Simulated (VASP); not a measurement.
Wanted: the native input for a VASP 6.6.1 run.

```yaml
Task: single point
Functional: PBE
Potentials_or_basis: VASP PAW PBE potentials, release 64 (Ba_sv, Te)
Cutoff: 520 eV
k_mesh: 6 × 6 × 2
Occupations: gaussian, width 0.01 eV
Spin: no spin polarisation
Dipole_correction: no
Further_INCAR_settings: ALGO = Normal; EDIFF = 1e-07; NBANDS = 24
```

The structure of BaTe lies in POSCAR:

```
BaTe
1.0
    4.8953714734      0.0000000000      0.0000000000
   -2.4476857367      4.2395160569      0.0000000000
    0.0000000000      0.0000000000      8.5840688827
Ba Te
2 2
Direct
    0.0000000000      0.0000000000      0.0000000000
    0.0000000000      0.0000000000      0.5000000000
    0.3333333333      0.6666666667      0.2500000000
    0.6666666667      0.3333333333      0.7500000000
```

These files were run (other wordings do the same):

INCAR

```
PREC = Accurate
ENCUT = 520
EDIFF = 1E-7
ISMEAR = 0
SIGMA = 0.01
LREAL = False
LASPH = True
NELM = 100
ALGO = Normal
ISIF = 2
LWAVE = False
LCHARG = False
GGA = PE
NBANDS = 24
```

KPOINTS

```
regular mesh
0
Gamma
  6 6 2
```

Potentials or basis: VASP PAW PBE potentials, release 64 (Ba_sv, Te).

Launch:

```console
$ cat potpaw_PBE.64/Ba_sv/POTCAR potpaw_PBE.64/Te/POTCAR > POTCAR
$ mpirun -np 1 vasp_std > vasp.out
```

Results of the run:

```json
{
 "Pressure": "0.4 GPa",
 "Band gap on the k mesh": "1.67 eV, indirect (least direct gap 1.72 eV)"
}
```

Caveat: spin-orbit coupling is left out, which moves the levels of the heavy elements.

It took 2.3 min on 1 thread of AMD EPYC 7R13, with other jobs on the host, peak memory 0.26 GiB.
